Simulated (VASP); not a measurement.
**SiO2: single point with r2SCAN**

The system is SiO2.

```
Si O
1.0
    -2.47315    2.47315    3.65685
     2.47315   -2.47315    3.65685
     2.47315    2.47315   -3.65685
Si O
2 4
Direct
  0.00000 0.00000 0.00000
  0.75000 0.25000 0.50000
  0.37500 0.22313 0.34813
  0.97313 0.62500 0.84813
  0.77687 0.12500 0.15187
  0.87500 0.02687 0.65187
```

```
Program             : VASP 6.6.1
Task                : single point
Functional          : r2SCAN
Potentials or basis : VASP PAW PBE potentials, release 64 (Si, O)
Cutoff              : 520 eV
k mesh              : 8 × 8 × 8
Occupations         : gaussian, width 0.01 eV
Spin                : no spin polarisation
```

- Pressure: 0.2 GPa
- Band gap on the k mesh: 6.55 eV, direct

Levels at points of the mesh, in eV from the valence-band top:
| k point | band 13 | band 14 | band 15 | band 16 | band 17 | band 18 | band 19 | band 20 |
| --- | --- | --- | --- | --- | --- | --- | --- | --- |
| (0.00, 0.00, 0.00) | -1.57 | -0.71 | 0.00 | 0.00 | 6.55 | 9.70 | 11.71 | 11.73 |
| (0.50, 0.00, 0.00) | -1.51 | -0.80 | -0.49 | -0.14 | 9.07 | 9.59 | 10.51 | 11.18 |
| (0.50, 0.50, 0.00) | -0.99 | -0.99 | -0.34 | -0.34 | 9.87 | 9.87 | 11.22 | 11.22 |
| (0.50, 0.50, 0.50) | -1.50 | -1.50 | -0.32 | -0.32 | 9.63 | 9.63 | 11.11 | 11.11 |

It took 4 min on 1 thread of Intel(R) Xeon(R) Platinum 8559C (Emerald Rapids), on a shared host, peak memory 0.31 GiB.

Caveat: the PAW data sets were made with another functional, which shifts forces and pressure a little. A k mesh can miss the band edges.
